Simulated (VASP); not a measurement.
A run of VASP 6.6.1 is set up as follows.

INCAR

```
SYSTEM = As
PREC = Accurate
ENCUT = 600
EDIFF = 1E-6
ISMEAR = 0
SIGMA = 0.028000000000000004
LREAL = .False.
LASPH = .True.
NELM = 120
ALGO = Normal
ISIF = 2
LWAVE = .False.
LCHARG = .False.
GGA = PE
NBANDS = 22
GGA_COMPAT = .False.
```

Contents of KPOINTS:

```
Automatic mesh
0
Gamma
  9 9 9
  0 0 0
```

POSCAR

```
As
1.0
    1.8807968987      1.0858785957      3.5140619945
   -1.8807968987      1.0858785957      3.5140619945
    0.0000000000     -2.1717571915      3.5140619945
As
2
Direct
    0.2260000000      0.2260000000      0.2260000000
    0.7740000000      0.7740000000      0.7740000000
```

Potentials or basis: VASP PAW PBE potentials, release 64 (As_d).

Run with:

```console
$ cat potpaw_PBE.64/As_d/POTCAR > POTCAR
$ mpirun -np 1 vasp_std > vasp.out
```

Task: Estimate the largest force.

Result: 0.445 eV/Å.

Task: What does it give for the band gap on the k mesh?

Result: Zero (band 15 reaches 3.83 eV, above the bottom of band 16 at 3.73 eV).

Task: What does it give for the pressure?

Result: 3.8 GPa.

Stress tensor (GPa, compression positive):
```
3.91 0.00 0.00
0.00 3.91 0.00
0.00 0.00 3.43
```
